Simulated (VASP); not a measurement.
Here is a VASP 6.6.1 calculation.

The input INCAR:

```
  PREC = Accurate
  ENCUT = 600
  EDIFF = 1E-7
  ISMEAR = 1
  SIGMA = 0.01
  LREAL = F
  LASPH = T
  NELM = 80
  ALGO = Normal
  ISIF = 3
  LWAVE = F
  LCHARG = F
  GGA = PE
  IBRION = 2
  NSW = 60
  EDIFFG = -0.02
  PSTRESS = 50.0
```

KPOINTS

```
regular mesh
0
Gamma
  9 9 7
```

File POSCAR:

```
CO2
1.0
    2.8600000000      0.0000000000      0.0000000000
   -1.4300000000      2.4768326548      0.0000000000
    0.0000000000      0.0000000000      3.1460000000
C O
1 2
Direct
    0.0000000000      0.0000000000      0.0000000000
    0.3333333333      0.6666666667      0.5000000000
    0.6666666667      0.3333333333      0.5000000000
```

Potentials or basis: VASP PAW PBE potentials, release 64 (C, O).

Run with:

```console
$ cat potpaw_PBE.64/C/POTCAR potpaw_PBE.64/O/POTCAR > POTCAR
$ mpirun -np 1 vasp_std > vasp.out
```

(1) Predict the relaxed cell.

(2) Predict the space group after relaxing (to 0.1 Å).

(3) What does it give for the band gap on the k mesh?

Answers

(1) a = 3.330 Å, b = 3.330 Å, c = 2.582 Å, α = 90.00°, β = 90.00°, γ = 120.00°.

(2) P6/mmm (No. 191).

(3) zero (bands 8 and 9 overlap by 0.92 eV).

Caveat: the cell is relaxed towards a set pressure, so the run minimises the enthalpy, not the energy; a cell axis changed by over 15 % at a fixed basis, so the end point is rough.
